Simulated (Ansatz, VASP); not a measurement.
# AlN: VASP beside Ansatz

The input INCAR:

```
  PREC = Accurate
  ENCUT = 520
  EDIFF = 1E-6
  ISMEAR = 0
  SIGMA = 0.05
  LREAL = F
  LASPH = T
  NELM = 100
  ALGO = Normal
  ISIF = 2
  LWAVE = F
  LCHARG = F
  GGA = PS
  NBANDS = 16
```

Contents of KPOINTS:

```
Automatic mesh
0
Gamma
  9 9 6
```

The input POSCAR:

```
AlN
1.0
    3.3214000000      0.0000000000      0.0000000000
   -1.6607000000      2.8764167761      0.0000000000
    0.0000000000      0.0000000000      4.3483000000
Al N
2 2
Direct
    0.3333333333      0.6666666667      0.7500000000
    0.6666666667      0.3333333333      0.2500000000
    0.3333333333      0.6666666667      0.2500000000
    0.6666666667      0.3333333333      0.7500000000
```

Input for Ansatz:

```yaml
crystal:
  lattice:
    - [3.3214, 0.0, 0.0]
    - [-1.6607, 2.8764167761, 0.0]
    - [0.0, 0.0, 4.3483]
  atoms:
    - { symbol: Al, position: [0.3333333333, 0.6666666667, 0.75] }
    - { symbol: Al, position: [0.6666666667, 0.3333333333, 0.25] }
    - { symbol: "N", position: [0.3333333333, 0.6666666667, 0.25] }
    - { symbol: "N", position: [0.6666666667, 0.3333333333, 0.75] }
basis:
  ecutwfc: 520.0
kpoints:
  mp_grid: { grid: [9, 9, 6] }
hamiltonian:
  xc: pbesol
scf:
  occupations: { method: gaussian, width: 0.05 }
output:
  forces: true
  stress: true
  eigenvalues: true
```

Alike in both runs: task single point; functional PBEsol; k mesh 9 × 9 × 6; occupations gaussian, width 0.05 eV; no spin polarisation.

```csv
,VASP,Ansatz
version,VASP 6.6.1,Ansatz 0.2.0
potentials or method,"VASP PAW PBE potentials, release 64 (Al, N), cutoff 520 eV","scalar-relativistic, plane waves, PAW"
valence electrons in the cell,16,16
```

|  | VASP | Ansatz | Ansatz less VASP |
| --- | --- | --- | --- |
| gap on the k mesh at the Fermi level (eV) | 2.77 | 2.76 | -0.012 |
| least direct gap on the mesh (eV) | 2.77 | 2.76 | -0.012 |
| pressure (GPa) | -10.3 | -10.2 | +0.08 |
| traceless stress, the component that is largest in VASP (GPa) | -2.41 | -2.38 | +0.031 |

VASP's potentials were made for PBE, not for PBEsol.
